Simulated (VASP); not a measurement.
Input of a VASP 6.6.1 run:

Contents of INCAR:

```
  PREC = Accurate
  ENCUT = 520
  EDIFF = 1E-7
  ISMEAR = 0
  SIGMA = 0.03
  LREAL = False
  LASPH = True
  NELM = 100
  ALGO = Fast
  ISIF = 2
  LWAVE = False
  LCHARG = True
  LELF = True
  LVHAR = True
  NBANDS = 29
```

Contents of KPOINTS:

```
Automatic mesh
0
Gamma
  10 10 10
```

The input POSCAR:

```
Al2Ru
1.0
    0.0000000000      4.1061411388      4.5141906622
    2.2100351852      0.0000000000      4.5141906622
    2.2100351852      4.1061411388      0.0000000000
Al Ru
4 2
Direct
    0.0788992938      0.4211007062      0.0788992938
    0.4211007062      0.0788992938      0.4211007062
    0.1711007062      0.8288992938      0.1711007062
    0.8288992938      0.1711007062      0.8288992938
    0.7500000000      0.7500000000      0.7500000000
    0.5000000000      0.5000000000      0.5000000000
```

Potentials or basis: VASP PAW LDA potentials, release 64 (Al, Ru_pv).

The run is started by

```sh
$ cat potpaw_LDA.64/Al/POTCAR potpaw_LDA.64/Ru_pv/POTCAR > POTCAR
$ mpirun -np 1 vasp_std > vasp.out
```

(1) Estimate the band gap on the k mesh.

(2) What does it give for the pressure?

## Answers

(1) zero (bands 20 and 21 overlap by 0.51 eV).

(2) -1.7 GPa.

Caveat: the stress differs along the axes, from -11 to 15 GPa.
